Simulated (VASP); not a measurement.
# MnO (F-43m) in VASP: single point with PBE

Aim: the single point of MnO with PBE.

Everything below comes from runs of VASP 6.6.1. Logs are shortened: lines on timing, memory, paths and dates and some standing lists are left out, and cuts for length are marked.

## 1. The cell of the first run

It takes space group F-43m (No. 216, cubic). Conventional cell: a = 4.806 Å, b = 4.806 Å, c = 4.806 Å, α = 90.00°, β = 90.00°, γ = 90.00°. Within 2.8 Å of Mn (site symmetry -43m) lie 4 O at 2.08 Å. Within 2.8 Å of O (site symmetry -43m) lie 4 Mn at 2.08 Å.

## 2. Single point, PBE, collinear spin, ferromagnetic start

The input, INCAR:

```
  ALGO = Normal
  EDIFF = 1E-6
  ENCUT = 520
  GGA = PE
  ISIF = 2
  ISMEAR = 0
  ISPIN = 2
  LASPH = T
  LCHARG = T
  LELF = T
  LMAXMIX = 4
  LORBIT = 11
  LREAL = F
  LVHAR = T
  LWAVE = F
  MAGMOM = 4.54 0.2
  NBANDS = 20
  NELM = 150
  PREC = Accurate
  SIGMA = 0.1
```

The input, KPOINTS:

```
k-points
0
Gamma
  8 8 8
```

The input, POSCAR:

```
MnO
1.0
    0.0000000000      2.4027798349      2.4027798349
    2.4027798349      0.0000000000      2.4027798349
    2.4027798349      2.4027798349      0.0000000000
Mn O
1 1
Direct
    0.0000000000      0.0000000000      0.0000000000
    0.7500000000      0.7500000000      0.7500000000
```

Potentials or basis: VASP PAW PBE potentials, release 64 (Mn_pv, O).

On the command line:

```bash
$ cat potpaw_PBE.64/Mn_pv/POTCAR potpaw_PBE.64/O/POTCAR > POTCAR
$ mpirun -np 1 vasp_std > vasp.out
```

OUTCAR:

```text
EDIFF = 1E-6
   ENCUT = 520
   GGA = PE
   ISIF = 2
   ISMEAR = 0
   ISPIN = 2
   LASPH = T
   LORBIT = 11
   LREAL = F
   NELM = 150
   PREC = Accurate

 ion  position               nearest neighbor table
   1  0.000  0.000  0.000-   2 2.08   2 2.08   2 2.08   2 2.08
   2  0.750  0.750  0.750-   1 2.08   1 2.08   1 2.08   1 2.08

  LATTYP: Found a face centered cubic cell.
 ALAT       =     4.8055596698

  Lattice vectors:

 A1 = (   0.0000000000,   2.4027798349,   2.4027798349)
 A2 = (   2.4027798349,   0.0000000000,   2.4027798349)
 A3 = (   2.4027798349,   2.4027798349,   0.0000000000)

Analysis of symmetry for initial positions (statically):
=====================================================================
 Subroutine PRICEL returns:
 Original cell was already a primitive cell.

 Routine SETGRP: Setting up the symmetry group for a
 face centered cubic supercell.

 Subroutine GETGRP returns: Found 24 space group operations
 (whereof 24 operations were pure point group operations)
 out of a pool of 48 trial point group operations.

The static configuration has the point symmetry T_d .

Analysis of symmetry for dynamics (positions and initial velocities):
=====================================================================
 Subroutine PRICEL returns:
 Original cell was already a primitive cell.

 Routine SETGRP: Setting up the symmetry group for a
 face centered cubic supercell.

 Subroutine GETGRP returns: Found 24 space group operations
 (whereof 24 operations were pure point group operations)
 out of a pool of 48 trial point group operations.

The dynamic configuration has the point symmetry T_d .

Analysis of structural, dynamic, and magnetic symmetry:
=====================================================================
 Subroutine PRICEL returns:
 Original cell was already a primitive cell.

 Routine SETGRP: Setting up the symmetry group for a
 face centered cubic supercell.

 Subroutine GETGRP returns: Found 24 space group operations
 (whereof 24 operations were pure point group operations)
 out of a pool of 48 trial point group operations.

The overall configuration has the point symmetry T_d .

 Subroutine INISYM returns: Found 24 space group operations
 (whereof 24 operations are pure point group operations),
 and found     1 'primitive' translations

----------------------------------------------------------------------------------------

                                     Primitive cell

  volume of cell :      27.7442

  direct lattice vectors                    reciprocal lattice vectors
     0.000000000  2.402779835  2.402779835    -0.208092307  0.208092307  0.208092307
     2.402779835  0.000000000  2.402779835     0.208092307 -0.208092307  0.208092307
     2.402779835  2.402779835  0.000000000     0.208092307  0.208092307 -0.208092307

  length of vectors
     3.398043830  3.398043830  3.398043830     0.360426449  0.360426449  0.360426449

  position of ions in fractional coordinates (direct lattice)
     0.000000000  0.000000000  0.000000000
     0.750000000  0.750000000  0.750000000

  ion indices of the primitive-cell ions
   primitive index   ion index
                 1           1
                 2           2

----------------------------------------------------------------------------------------

 KPOINTS: k-points

Automatic generation of k-mesh.
 Grid dimensions read from file:
 generate k-points for:    8    8    8

 Generating k-lattice:

  Cartesian coordinates                     Fractional coordinates (reciprocal lattice)
    -0.026011538  0.026011538  0.026011538     0.125000000  0.000000000  0.000000000
     0.026011538 -0.026011538  0.026011538     0.000000000  0.125000000  0.000000000
     0.026011538  0.026011538 -0.026011538     0.000000000  0.000000000  0.125000000

  Length of vectors
     0.045053306  0.045053306  0.045053306

  Shift w.r.t. Gamma in fractional coordinates (k-lattice)
     0.000000000  0.000000000  0.000000000

 Subroutine IBZKPT returns following result:
 ===========================================

 Found     29 irreducible k-points:

 Following reciprocal coordinates:
            Coordinates               Weight
  0.000000  0.000000  0.000000      1.000000
  0.125000  0.000000  0.000000      8.000000
  0.250000  0.000000  0.000000      8.000000
  0.375000  0.000000  0.000000      8.000000
  0.500000  0.000000  0.000000      4.000000
  0.125000  0.125000  0.000000      6.000000
[... 16 lines left out ...]
  0.500000  0.250000  0.125000     48.000000
 -0.375000  0.250000  0.125000     24.000000
 [... further k-points ...]
   k-points           NKPTS =     29   k-points in BZ     NKDIM =     29   number of bands    NBANDS=     20
   number of dos      NEDOS =    301   number of ions     NIONS =      2
   total plane-waves  NPLWV =  21952
   dimension x,y,z NGX =    28 NGY =   28 NGZ =   28
   dimension x,y,z NGXF=    56 NGYF=   56 NGZF=   56
   ions per type =               1   1
   NGX,Y,Z   is equivalent  to a cutoff of  13.70, 13.70, 13.70 a.u.
   NGXF,Y,Z  is equivalent  to a cutoff of  27.40, 27.40, 27.40 a.u.
 SYSTEM =  unknown system
   PREC   = accura    normal or accurate (medium, high low for compatibility)
   ISTART =      0    job   : 0-new  1-cont  2-samecut
   ICHARG =      2    charge: 1-file 2-atom 10-const
   ISPIN  =      2    spin polarized calculation?
   LNONCOLLINEAR =      F non collinear calculations
   LSORBIT =      F    spin-orbit coupling
   LASPH  =      T    aspherical Exc in radial PAW
   ENCUT  =  520.0 eV  38.22 Ry    6.18 a.u.   6.32  6.32  6.32*2*pi/ulx,y,z
   NELM   =    150;   NELMIN=  2; NELMDL= -5     # of ELM steps
   EDIFF  = 0.1E-05   stopping-criterion for ELM
   LREAL  =      F    real-space projection
   EDIFFG = 0.1E-04   stopping-criterion for IOM
   NSW    =      0    number of steps for IOM
   IBRION =     -1    ionic relax: 0-MD 1-quasi-New 2-CG
   NFREE  =      0    steps in history (QN), initial steepest desc. (CG)
   ISIF   =      2    stress and relaxation
   ISYM   =      2    0-nonsym 1-usesym 2-fastsym
   POTIM  = 0.5000    time-step for ionic-motion
   TEBEG  =    0.0;   TEEND  =   0.0 temperature during run
   PSTRESS=    0.0 pullay stress
   NELECT =      19.0000    total number of electrons
   NUPDOWN=      -1.0000    fix difference up-down
   EMIN   =  10.00;   EMAX   =-10.00  energy-range for DOS
   EFERMI =   0.00;   METHOD = LEGACY
   ISMEAR =     0;   SIGMA  =   0.10  broadening in eV -4-tet -1-fermi 0-gaus
   EFERMI_NEDOS =   21; number of points for ismear=-14 and -15
   IALGO  =     38    algorithm
   IMIX   =      4    mixing-type and parameters
     AMIX     =   0.40;   BMIX     =  1.00
     AMIX_MAG =   1.60;   BMIX_MAG =  1.00
  volume/ion in A,a.u.               =      13.87        93.61
  Fermi-wavevector in a.u.,A,eV,Ry     =   1.443008  2.726890 28.331029  2.082272
  Thomas-Fermi vector in A             =   2.561464
   LORBIT       =     11    0 simple, 1 ext, 2 COOP (PROOUT), +10 PAW based schemes
   GGA     = PE    functional components
   LHFCALC =     F    Hartree Fock is set to
   AEXX    =    0.0000 exact exchange contribution
   IVDW    =     0    specifies the selected vdW correction
   LEPSILON=     F    determine dielectric tensor
   LRPA    =     F    only Hartree local field effects (RPA)
 spin polarized calculation
 Gauss-broadening in eV      SIGMA  =   0.10
  energy-cutoff  :      520.00
  volume of cell :       27.74
 maximum number of plane-waves:       757
 NGX is ok and might be reduce to    28
   NGX = 13   NGY = 13   NGZ = 13

 number of electron      19.0000007 magnetization       4.9971449

 Free energy of the ion-electron system (eV)
  ---------------------------------------------------
  ext. energy  EPLUGINS =         0.00000000
  ---------------------------------------------------
  free energy    TOTEN  =       -16.41442581 eV

  energy without entropy =      -16.41297032  energy(sigma->0) =      -16.41369807

 E-fermi :   5.2733     XC(G=0): -10.3567

 val. band max:        5.2564498530   @ k =   0.0000   0.0000   0.0000
 cond. band min:       5.2832089054   @ k =   0.1250   0.0000   0.0000
 fundamental gap:      0.0267590524
 Fermi energy:         5.2733473707

 spin component 1

 k-point     1 :       0.0000    0.0000    0.0000
  band No.  band energies     occupation
      1     -45.2104      1.00000
      2     -45.2104      1.00000
      3     -45.2104      1.00000
      4     -14.2703      1.00000
      5      -0.6547      1.00000
      6      -0.6547      1.00000
[... 12 lines left out ...]
     19      22.2193      0.00000
     20      22.3121      0.00000
[... 507 lines left out ...]
 k-point    24 :      -0.3750    0.2500    0.1250
  band No.  band energies     occupation
      1     -45.2339      1.00000
      2     -45.2213      1.00000
      3     -45.2166      1.00000
      4     -13.7674      1.00000
      5      -1.0723      1.00000
      6      -0.5525      1.00000
[... 12 lines left out ...]
     19      25.4503      0.00000
     20      27.0329      0.00000

 [... further k-points ...]

 spin component 2

 k-point     1 :       0.0000    0.0000    0.0000
  band No.  band energies     occupation
      1     -40.4618      1.00000
      2     -40.4618      1.00000
      3     -40.4618      1.00000
      4     -13.8370      1.00000
      5       0.6616      1.00000
      6       0.6616      1.00000
[... 12 lines left out ...]
     19      23.8701      0.00000
     20      23.8701      0.00000
[... 507 lines left out ...]
 k-point    24 :      -0.3750    0.2500    0.1250
  band No.  band energies     occupation
      1     -40.4938      1.00000
      2     -40.4763      1.00000
      3     -40.4701      1.00000
      4     -13.3469      1.00000
      5      -0.3194      1.00000
      6       0.4553      1.00000
[... 12 lines left out ...]
     19      26.9024      0.00000
     20      27.9524      0.00000

 [... further k-points ...]

------------------------ aborting loop because EDIFF is reached ----------------------------------------

  FORCE on cell =-STRESS in cart. coord.  units (eV):
  Direction    XX          YY          ZZ          XY          YZ          ZX
  --------------------------------------------------------------------------------------
  -------------------------------------------------------------------------------------
  Total       -0.0067994     -0.0067994     -0.0067994      0.0000000      0.0000000     -0.0000000
  in kB       -0.3926529     -0.3926529     -0.3926529      0.0000000      0.0000000     -0.0000000
  external PRESSURE =      -0.3926529 kB  Pullay stress =       0.0000000 kB

 VOLUME and BASIS-vectors are now :
 -----------------------------------------------------------------------------
  energy-cutoff  :      520.00
  volume of cell :       27.74
      direct lattice vectors                 reciprocal lattice vectors
     0.000000000  2.402779835  2.402779835    -0.208092307  0.208092307  0.208092307
     2.402779835  0.000000000  2.402779835     0.208092307 -0.208092307  0.208092307
     2.402779835  2.402779835  0.000000000     0.208092307  0.208092307 -0.208092307

 POSITION                                       TOTAL-FORCE (eV/Angst)
 -----------------------------------------------------------------------------------
      0.00000      0.00000      0.00000         0.000000      0.000000      0.000000
      3.60417      3.60417      3.60417        -0.000000     -0.000000     -0.000000
 -----------------------------------------------------------------------------------
    total drift:                                0.000000      0.000000      0.000000

  FREE ENERGIE OF THE ION-ELECTRON SYSTEM (eV)
  ---------------------------------------------------
  free  energy   TOTEN  =       -16.4144258114 eV

  energy  without entropy=      -16.4129703248  energy(sigma->0) =      -16.41369807

 total charge

# of ion       s       p       d       tot
------------------------------------------
    1        0.231   6.209   4.932  11.372
    2        1.554   3.439   0.000   4.993
--------------------------------------------------
tot          1.785   9.648   4.932  16.365

 magnetization (x)

# of ion       s       p       d       tot
------------------------------------------
    1        0.036   0.057   4.332   4.426
    2        0.019   0.173   0.000   0.191
--------------------------------------------------
tot          0.055   0.230   4.332   4.618
```

Run time: 18 s. Hardware: 1 thread of Intel Xeon 6975P-C (Granite Rapids), shared host; peak memory 0.18 GiB.

Results:

```
Free energy                                           : -16.4144 eV
Pressure                                              : 0.0 GPa
Band gap on the k mesh                                : zero (filled and empty bands overlap)
Net moment                                            : 5.00 μB per cell
Site moments                                          : Mn +4.43; O +0.19 μB
Valence electrons inside the program's atomic spheres : Mn 11.37; O 4.99
```

Levels at points of the mesh, in eV from the Fermi level:
Spin up:
| k point | band 10 | band 11 | band 12 | band 13 | band 14 | band 15 |
| --- | --- | --- | --- | --- | --- | --- |
| (0.00, 0.00, 0.00) | -1.44 | 0.02 | 0.02 | 0.02 | 11.97 | 11.97 |
| (0.50, 0.00, 0.00) | -2.52 | -0.80 | -0.80 | 3.85 | 5.14 | 11.45 |
| (0.50, 0.50, 0.00) | -2.07 | -1.78 | -1.78 | 3.72 | 7.72 | 9.34 |
Spin down:
| k point | band 3 | band 4 | band 5 | band 6 | band 7 | band 8 | band 9 | band 10 | band 11 | band 12 |
| --- | --- | --- | --- | --- | --- | --- | --- | --- | --- | --- |
| (0.00, 0.00, 0.00) | -45.74 | -19.11 | -4.61 | -4.61 | -4.61 | -0.02 | 1.55 | 1.55 | 3.39 | 3.39 |
| (0.50, 0.00, 0.00) | -45.74 | -18.68 | -5.92 | -4.44 | -4.44 | 1.38 | 1.69 | 1.69 | 2.72 | 2.72 |
| (0.50, 0.50, 0.00) | -45.75 | -18.56 | -5.94 | -4.33 | -4.33 | 0.25 | 1.62 | 2.02 | 2.29 | 2.29 |

Caveat: a cell with one magnetic atom can't hold antiferromagnetic order, which such compounds often take; semilocal functionals often make such compounds metallic where correlation or magnetic order opens a gap, which also shifts bond lengths. With open d or f shells a metallic result of PBE can be an artefact of self-interaction; +U or a hybrid may open a gap.
